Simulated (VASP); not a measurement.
Input of a VASP 6.6.1 run:

File INCAR:

```
PREC     = Accurate       # precision mode
ENCUT    = 520            # plane-wave cutoff, eV
EDIFF    = 1E-6           # SCF threshold, eV
ISMEAR   = 0              # smearing method
SIGMA    = 0.05           # smearing width, eV
LREAL    = Auto         
LASPH    = True           # aspherical terms in the spheres
NELM     = 100            # most SCF steps
ALGO     = Normal         # electronic algorithm
ISIF     = 2              # what is computed and relaxed
LWAVE    = False          # write WAVECAR
LCHARG   = False          # write CHGCAR
GGA      = PE             # functional
NBANDS   = 46             # bands
```

Contents of KPOINTS:

```
Automatic mesh
0
Gamma
  4 8 3
```

File POSCAR:

```
AlN
1.0
   -1.5651197814     -2.7108669814      5.0179796556
    1.5651197814     -2.7108669814      0.0000000000
    7.8255989073     -1.6265201888      9.0323633801
Al N
8 8
Direct
    0.5894707946      0.9206432311      0.0981155127
    0.2394707946     -0.1793567689      0.8481155127
    0.1394707946      0.2206432311      0.3481155127
   -0.3105292054      0.5206432311      0.5981155127
    0.7144707946      0.0039765645      0.3064488460
    0.1644707946      0.7039765645      0.0564488460
    0.2644707946      0.3039765645      0.5564488460
   -0.1855292054     -0.3960234355      0.8064488460
    0.7993192054      0.6535634355      0.1935011540
   -0.5506807946     -0.4464365645      0.9435011540
    0.3493192054     -0.0464365645      0.4435011540
   -0.1006807946      0.2535634355      0.6935011540
   -0.0756807946     -0.2631032311      0.4018344873
    0.3743192054      0.4368967689      0.1518344873
    0.4743192054      0.0368967689      0.6518344873
    0.0243192054     -0.6631032311      0.9018344873
```

Potentials or basis: VASP PAW PBE potentials, release 64 (Al, N).

Command:

```bash
$ cat potpaw_PBE.64/Al/POTCAR potpaw_PBE.64/N/POTCAR > POTCAR
$ mpirun -np 1 vasp_std > vasp.out
```

Task: Estimate the band gap on the k mesh.

Result: 1.53 eV.

Task: Predict the largest force.

Result: 8.223 eV/Å.

Forces on the atoms (eV/Å):
```
Al   1.006 -0.362 -0.880
Al  -4.363 -0.659 -2.712
Al  -0.140 -0.237  0.297
Al   0.186  0.101 -0.038
Al   0.461  0.223  0.204
Al   7.717 -0.227  2.553
Al  -0.031 -0.021  0.111
Al   0.263  0.189 -0.894
N   -0.743  0.003  0.059
N   -7.802 -0.005 -2.598
N   -0.027  0.057  0.147
N   -0.097  0.009  0.249
N    0.061  0.015 -0.206
N    3.276 -0.252  3.229
N   -0.101 -0.081 -0.217
N    0.334  1.246  0.694
```

Caveat: the cell differs from its parent crystal (the part above a cut slid along it); forces of over 1 eV/Å act on the atoms, so gaps and moduli don't describe the material at rest. A k mesh can miss the band edges.
